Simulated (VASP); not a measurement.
# Si (P6_3/mmc) in VASP: a series of runs, part 2 of 2

VASP 6.6.1. The steps go on from the part before.

## 4. Single point, BLYP (15.15 Å³/atom)

This run uses another cell than the first one, of 15.15 Å³/atom.

File INCAR:

```
AGGAC = 1.0
AGGAX = 1.0
ALDAC = 0.0
ALDAX = 1.0
ALGO = Normal
EDIFF = 1E-7
ENCUT = 520
GGA = B5
ISIF = 2
ISMEAR = -1
LASPH = True
LCHARG = True
LELF = True
LREAL = False
LVHAR = True
LWAVE = False
NBANDS = 16
NELM = 80
PREC = Accurate
SIGMA = 0.1
```

File KPOINTS:

```
k-points
0
Gamma
  14 14 4
```

File POSCAR:

```
Si
1.0
    2.7586303530      0.0000000000      0.0000000000
   -1.3793151765      2.3890439654      0.0000000000
    0.0000000000      0.0000000000      9.1921309319
Si
4
Direct
    0.0000000000      0.0000000000      0.0000000000
    0.0000000000      0.0000000000      0.5000000000
    0.3333333333      0.6666666667      0.2500000000
    0.6666666667      0.3333333333      0.7500000000
```

Potentials or basis: VASP PAW PBE potentials, release 64 (Si).

The run is started by

```bash
> cat potpaw_PBE.64/Si/POTCAR > POTCAR
> mpirun -np 1 vasp_std > vasp.out
```

OUTCAR:

```text
EDIFF = 1E-7
   ENCUT = 520
   GGA = B5
   ISIF = 2
   ISMEAR = -1
   LASPH = True
   LREAL = False
   NELM = 80
   PREC = Accurate

 ion  position               nearest neighbor table
   1  0.000  0.000  0.000-   3 2.80   4 2.80   4 2.80   3 2.80   4 2.80   3 2.80
   2  0.000  0.000  0.500-   3 2.80   4 2.80   4 2.80   3 2.80   4 2.80   3 2.80
   3  0.333  0.667  0.250-   1 2.80   2 2.80   1 2.80   2 2.80   1 2.80   2 2.80
   4  0.667  0.333  0.750-   1 2.80   2 2.80   1 2.80   2 2.80   1 2.80   2 2.80

  LATTYP: Found a hexagonal cell.
 ALAT       =     2.7586303530
 C/A-ratio  =     3.3321357905

  Lattice vectors:

 A1 = (   2.7586303530,   0.0000000000,   0.0000000000)
 A2 = (  -1.3793151765,   2.3890439654,   0.0000000000)
 A3 = (   0.0000000000,   0.0000000000,   9.1921309319)

Analysis of symmetry for initial positions (statically):
=====================================================================
 Subroutine PRICEL returns:
 Original cell was already a primitive cell.

 Routine SETGRP: Setting up the symmetry group for a
 hexagonal supercell.

 Subroutine GETGRP returns: Found 24 space group operations
 (whereof 12 operations were pure point group operations)
 out of a pool of 24 trial point group operations.

The static configuration has the point symmetry D_3d.
 The point group associated with its full space group is D_6h.

Analysis of symmetry for dynamics (positions and initial velocities):
=====================================================================
 Subroutine PRICEL returns:
 Original cell was already a primitive cell.

 Routine SETGRP: Setting up the symmetry group for a
 hexagonal supercell.

 Subroutine GETGRP returns: Found 24 space group operations
 (whereof 12 operations were pure point group operations)
 out of a pool of 24 trial point group operations.

The dynamic configuration has the point symmetry D_3d.
 The point group associated with its full space group is D_6h.

 Subroutine INISYM returns: Found 24 space group operations
 (whereof 12 operations are pure point group operations),
 and found     1 'primitive' translations

----------------------------------------------------------------------------------------

                                     Primitive cell

  volume of cell :      60.5806

  direct lattice vectors                    reciprocal lattice vectors
     2.758630353  0.000000000  0.000000000     0.362498730  0.209288739  0.000000000
    -1.379315177  2.389043965  0.000000000     0.000000000  0.418577479  0.000000000
     0.000000000  0.000000000  9.192130932     0.000000000  0.000000000  0.108788703

  length of vectors
     2.758630353  2.758630353  9.192130932     0.418577479  0.418577479  0.108788703

  position of ions in fractional coordinates (direct lattice)
     0.000000000  0.000000000  0.000000000
     0.000000000  0.000000000  0.500000000
     0.333333333  0.666666667  0.250000000
     0.666666667  0.333333333  0.750000000

  ion indices of the primitive-cell ions
   primitive index   ion index
                 1           1
                 2           2
                 3           3
                 4           4

[... 26 lines left out ...]
 Following reciprocal coordinates:
            Coordinates               Weight
  0.000000  0.000000  0.000000      1.000000
  0.071429 -0.000000  0.000000      6.000000
  0.142857 -0.000000  0.000000      6.000000
  0.214286 -0.000000  0.000000      6.000000
  0.285714 -0.000000  0.000000      6.000000
  0.357143  0.000000  0.000000      6.000000
[... 16 lines left out ...]
  0.285714  0.285714  0.000000      6.000000
  0.357143  0.285714  0.000000      6.000000
 [... further k-points ...]
   k-points           NKPTS =     72   k-points in BZ     NKDIM =     72   number of bands    NBANDS=     16
   number of dos      NEDOS =    301   number of ions     NIONS =      4
   total plane-waves  NPLWV =  40320
   dimension x,y,z NGX =    24 NGY =   24 NGZ =   70
   dimension x,y,z NGXF=    48 NGYF=   48 NGZF=  140
   ions per type =               4
   NGX,Y,Z   is equivalent  to a cutoff of  14.46, 14.46, 12.66 a.u.
   NGXF,Y,Z  is equivalent  to a cutoff of  28.93, 28.93, 25.32 a.u.
 SYSTEM =  unknown system
   PREC   = accura    normal or accurate (medium, high low for compatibility)
   ISTART =      0    job   : 0-new  1-cont  2-samecut
   ICHARG =      2    charge: 1-file 2-atom 10-const
   ISPIN  =      1    spin polarized calculation?
   LNONCOLLINEAR =      F non collinear calculations
   LSORBIT =      F    spin-orbit coupling
   LASPH  =      T    aspherical Exc in radial PAW
   ENCUT  =  520.0 eV  38.22 Ry    6.18 a.u.   5.13  5.13 17.09*2*pi/ulx,y,z
   NELM   =     80;   NELMIN=  2; NELMDL= -5     # of ELM steps
   EDIFF  = 0.1E-06   stopping-criterion for ELM
   LREAL  =      F    real-space projection
   EDIFFG = 0.1E-05   stopping-criterion for IOM
   NSW    =      0    number of steps for IOM
   IBRION =     -1    ionic relax: 0-MD 1-quasi-New 2-CG
   NFREE  =      0    steps in history (QN), initial steepest desc. (CG)
   ISIF   =      2    stress and relaxation
   ISYM   =      2    0-nonsym 1-usesym 2-fastsym
   POTIM  = 0.5000    time-step for ionic-motion
   TEBEG  =    0.0;   TEEND  =   0.0 temperature during run
   PSTRESS=    0.0 pullay stress
   NELECT =      16.0000    total number of electrons
   NUPDOWN=      -1.0000    fix difference up-down
   EMIN   =  10.00;   EMAX   =-10.00  energy-range for DOS
   EFERMI =   0.00;   METHOD = LEGACY
   ISMEAR =    -1;   SIGMA  =   0.10  broadening in eV -4-tet -1-fermi 0-gaus
   EFERMI_NEDOS =   21; number of points for ismear=-14 and -15
   IALGO  =     38    algorithm
   IMIX   =      4    mixing-type and parameters
     AMIX     =   0.40;   BMIX     =  1.00
     AMIX_MAG =   1.60;   BMIX_MAG =  1.00
  volume/ion in A,a.u.               =      15.15       102.20
  Fermi-wavevector in a.u.,A,eV,Ry     =   1.050357  1.984887 15.010621  1.103250
  Thomas-Fermi vector in A             =   2.185357
   LORBIT       =      0    0 simple, 1 ext, 2 COOP (PROOUT), +10 PAW based schemes
   GGA     = B5    functional components
   LHFCALC =     F    Hartree Fock is set to
   AEXX    =    0.0000 exact exchange contribution
   IVDW    =     0    specifies the selected vdW correction
   LEPSILON=     F    determine dielectric tensor
   LRPA    =     F    only Hartree local field effects (RPA)
 non-spin polarized calculation
  energy-cutoff  :      520.00
  volume of cell :       60.58
 maximum number of plane-waves:      1646
 NGX is ok and might be reduce to    24
   NGX = 11   NGY = 11   NGZ = 35

 number of electron      16.0000000 magnetization

 Free energy of the ion-electron system (eV)
  ---------------------------------------------------
  ext. energy  EPLUGINS =         0.00000000
  ---------------------------------------------------
  free energy    TOTEN  =       -15.05550125 eV

  energy without entropy =      -14.99021218  energy(sigma->0) =      -15.02285671

 E-fermi :  10.0332     XC(G=0): -10.3581

 val. band max:       10.0224481113   @ k =   0.4286   0.1429   0.5000
 cond. band min:      10.0451443228   @ k =   0.1429   0.1429   0.2500
 fundamental gap:      0.0226962116
 Fermi energy:        10.0332487162

 k-point     1 :       0.0000    0.0000    0.0000
  band No.  band energies     occupation
      1      -3.9340      2.00000
      2      -2.2352      2.00000
      3      -2.2329      2.00000
      4       2.2276      2.00000
      5       3.4492      2.00000
      6      10.9461      0.00022
[... 433 lines left out ...]
      3       5.0917      2.00000
      4       5.1523      2.00000
      5       5.3978      2.00000
      6       5.6661      2.00000
[... 8 lines left out ...]
     15      12.7804      0.00000
     16      16.5961      0.00000

 [... further k-points ...]

------------------------ aborting loop because EDIFF is reached ----------------------------------------

  FORCE on cell =-STRESS in cart. coord.  units (eV):
  Direction    XX          YY          ZZ          XY          YZ          ZX
  --------------------------------------------------------------------------------------
  -------------------------------------------------------------------------------------
  Total        2.0501233      2.0501233      2.5690764      0.0000000      0.0000000      0.0000000
  in kB       54.2196513     54.2196513     67.9444127      0.0000000      0.0000000      0.0000000
  external PRESSURE =      58.7945717 kB  Pullay stress =       0.0000000 kB

 VOLUME and BASIS-vectors are now :
 -----------------------------------------------------------------------------
  energy-cutoff  :      520.00
  volume of cell :       60.58
      direct lattice vectors                 reciprocal lattice vectors
     2.758630353  0.000000000  0.000000000     0.362498730  0.209288739  0.000000000
    -1.379315177  2.389043965  0.000000000     0.000000000  0.418577479  0.000000000
     0.000000000  0.000000000  9.192130932     0.000000000  0.000000000  0.108788703

 POSITION                                       TOTAL-FORCE (eV/Angst)
 -----------------------------------------------------------------------------------
      0.00000      0.00000      0.00000        -0.000000      0.000000     -0.000000
      0.00000      0.00000      4.59607        -0.000000      0.000000     -0.000000
     -0.00000      1.59270      2.29803        -0.000000      0.000000     -0.000000
      1.37932      0.79635      6.89410         0.000000     -0.000000      0.000000
 -----------------------------------------------------------------------------------
    total drift:                               -0.000000      0.000000     -0.000000

  FREE ENERGIE OF THE ION-ELECTRON SYSTEM (eV)
  ---------------------------------------------------
  free  energy   TOTEN  =       -15.0555012483 eV

  energy  without entropy=      -14.9902121785  energy(sigma->0) =      -15.02285671
```

OSZICAR:

```text
N       E                     dE             d eps       ncg     rms          rms(c)
DAV:   1     0.233979449302E+02    0.23398E+02   -0.60754E+03  2304   0.822E+02
DAV:   2    -0.138075891476E+02   -0.37206E+02   -0.34827E+02  3096   0.119E+02
DAV:   3    -0.150504368416E+02   -0.12428E+01   -0.12262E+01  3112   0.188E+01
DAV:   4    -0.150576220500E+02   -0.71852E-02   -0.71827E-02  2784   0.191E+00
DAV:   5    -0.150576728113E+02   -0.50761E-04   -0.50758E-04  3144   0.138E-01    0.324E+00
DAV:   6    -0.150547086702E+02    0.29641E-02   -0.53623E-03  2648   0.427E-01    0.190E+00
DAV:   7    -0.150551057654E+02   -0.39710E-03   -0.13103E-02  2712   0.673E-01    0.107E-01
DAV:   8    -0.150554929310E+02   -0.38717E-03   -0.56601E-04  3080   0.151E-01    0.162E-02
DAV:   9    -0.150555024065E+02   -0.94755E-05   -0.10217E-05  2840   0.197E-02    0.607E-03
DAV:  10    -0.150555012077E+02    0.11988E-05   -0.38006E-07  3032   0.410E-03    0.787E-04
DAV:  11    -0.150555012483E+02   -0.40647E-07   -0.36916E-08  1728   0.124E-03
   1 F= -.15055501E+02 E0= -.15022857E+02  d E =-.652891E-01
```

Wall time 56 s (1 thread of Intel Xeon Platinum 8488C (Sapphire Rapids), shared host); peak memory 0.21 GiB.

Results:

| Property | Result |
| --- | --- |
| Free energy | -15.0555 eV |
| Pressure | 5.9 GPa |
| Band gap on the k mesh | zero (bands 8 and 9 overlap by 10.81 eV) |

Levels at points of the mesh, in eV from the Fermi level:
| k point | band 6 | band 7 | band 8 | band 9 | band 10 | band 11 |
| --- | --- | --- | --- | --- | --- | --- |
| (0.00, 0.00, 0.00) | 0.91 | 0.91 | 8.05 | 8.05 | 8.64 | 8.64 |
| (0.50, 0.00, 0.00) | -5.81 | -1.74 | -1.68 | -1.00 | -0.16 | 3.24 |
| (0.00, 0.00, 0.50) | -3.45 | 5.80 | 5.80 | 8.29 | 8.29 | 8.29 |
| (0.50, 0.00, 0.50) | -4.25 | -3.77 | -3.77 | 1.89 | 1.89 | 3.00 |

Caveat: the cell stands under pressure; the PAW data sets were made with another functional, which shifts forces and pressure a little.

## 5. Single point, BLYP (15.80 Å³/atom)

This run uses another cell than the first one, of 15.80 Å³/atom.

File INCAR:

```
SYSTEM = Si
  AGGAC = 1.0
  AGGAX = 1.0
  ALDAC = 0.0
  ALDAX = 1.0
  ALGO = Normal
  EDIFF = 1E-6
  ENCUT = 520
  GGA = B5
  ISIF = 2
  ISMEAR = -1
  LASPH = .True.
  LCHARG = .False.
  LREAL = .False.
  LWAVE = .False.
  NBANDS = 16
  NELM = 80
  PREC = Accurate
  SIGMA = 0.1
```

File KPOINTS:

```
k-points
0
Gamma
  14 14 4
  0 0 0
```

File POSCAR:

```
Si
1.0
    2.7980446832      0.0000000000      0.0000000000
   -1.3990223416      2.4231777766      0.0000000000
    0.0000000000      0.0000000000      9.3234648320
Si
4
Direct
    0.0000000000      0.0000000000      0.0000000000
    0.0000000000      0.0000000000      0.5000000000
    0.3333333333      0.6666666667      0.2500000000
    0.6666666667      0.3333333333      0.7500000000
```

Potentials or basis: VASP PAW PBE potentials, release 64 (Si).

The run is started by

```bash
> cat potpaw_PBE.64/Si/POTCAR > POTCAR
> mpirun -np 1 vasp_std > vasp.out
```

OUTCAR:

```text
SYSTEM = Si
   EDIFF = 1E-6
   ENCUT = 520
   GGA = B5
   ISIF = 2
   ISMEAR = -1
   LASPH = .True.
   LREAL = .False.
   NELM = 80
   PREC = Accurate

 ion  position               nearest neighbor table
   1  0.000  0.000  0.000-   3 2.84   4 2.84   4 2.84   3 2.84   4 2.84   3 2.84
   2  0.000  0.000  0.500-   3 2.84   4 2.84   4 2.84   3 2.84   4 2.84   3 2.84
   3  0.333  0.667  0.250-   1 2.84   2 2.84   1 2.84   2 2.84   1 2.84   2 2.84
   4  0.667  0.333  0.750-   1 2.84   2 2.84   1 2.84   2 2.84   1 2.84   2 2.84

  LATTYP: Found a hexagonal cell.
 ALAT       =     2.7980446832
 C/A-ratio  =     3.3321357904
[... 656 lines left out ...]
  --------------------------------------------------------------------------------------
  -------------------------------------------------------------------------------------
  Total        0.9608683      0.9608683      1.5581254      0.0000000      0.0000000     -0.0000000
  in kB       24.3532653     24.3532653     39.4907812      0.0000000      0.0000000     -0.0000000
  external PRESSURE =      29.3991039 kB  Pullay stress =       0.0000000 kB

 VOLUME and BASIS-vectors are now :
 -----------------------------------------------------------------------------
  energy-cutoff  :      520.00
  volume of cell :       63.21
      direct lattice vectors                 reciprocal lattice vectors
     2.798044683  0.000000000  0.000000000     0.357392434  0.206340618  0.000000000
    -1.399022342  2.423177777  0.000000000     0.000000000  0.412681236  0.000000000
     0.000000000  0.000000000  9.323464832     0.000000000  0.000000000  0.107256263

 POSITION                                       TOTAL-FORCE (eV/Angst)
 -----------------------------------------------------------------------------------
      0.00000      0.00000      0.00000         0.000000     -0.000000     -0.000000
      0.00000      0.00000      4.66173         0.000000     -0.000000     -0.000000
     -0.00000      1.61545      2.33087         0.000000     -0.000000      0.000000
      1.39902      0.80773      6.99260        -0.000000      0.000000     -0.000000
 -----------------------------------------------------------------------------------
    total drift:                               -0.000000      0.000000     -0.000000

  FREE ENERGIE OF THE ION-ELECTRON SYSTEM (eV)
  ---------------------------------------------------
  free  energy   TOTEN  =       -15.1272834742 eV

  energy  without entropy=      -15.0598006296  energy(sigma->0) =      -15.09354205
```

It took 49 s on 1 thread of Intel Xeon Platinum 8488C (Sapphire Rapids), shared host; peak memory 0.2 GiB.

Results:

```yaml
Free_energy: -15.1273 eV
Pressure: 2.9 GPa
Band_gap_on_the_k_mesh: zero (bands 8 and 9 overlap by 10.39 eV)
```

Stress tensor (GPa, compression positive):
```
2.44 0.00 0.00
0.00 2.44 0.00
0.00 0.00 3.95
```

Caveat: the PAW data sets were made with another functional, which shifts forces and pressure a little.

## 6. Summary

```csv
cell,k mesh,gap on the mesh (eV),pressure (GPa)
"a = 2.836, b = 2.836, c = 9.451 Å, angles 90.0, 90.0, 120.0°, 4 atoms",13 × 13 × 4,none,0.3
"a = 2.718, b = 2.718, c = 9.057 Å, angles 90.0, 90.0, 120.0°, 4 atoms",14 × 14 × 4,none,9.5
"a = 2.759, b = 2.759, c = 9.192 Å, angles 90.0, 90.0, 120.0°, 4 atoms",14 × 14 × 4,none,5.9
"a = 2.798, b = 2.798, c = 9.323 Å, angles 90.0, 90.0, 120.0°, 4 atoms",14 × 14 × 4,none,2.9
```

Alike in all rows: task single point; level BLYP; potentials or basis VASP PAW PBE potentials, release 64 (Si); no spin polarisation; cutoff (eV) 520; smearing fermi-dirac 0.1 eV.

Caveats: the PAW data sets were made with another functional, which shifts forces and pressure a little; the cell stands under pressure (at least some runs).

Absolute energies hang on the potentials; compare differences alone.

The gap in the log of VASP goes by the Fermi energy; the results here count the filled bands.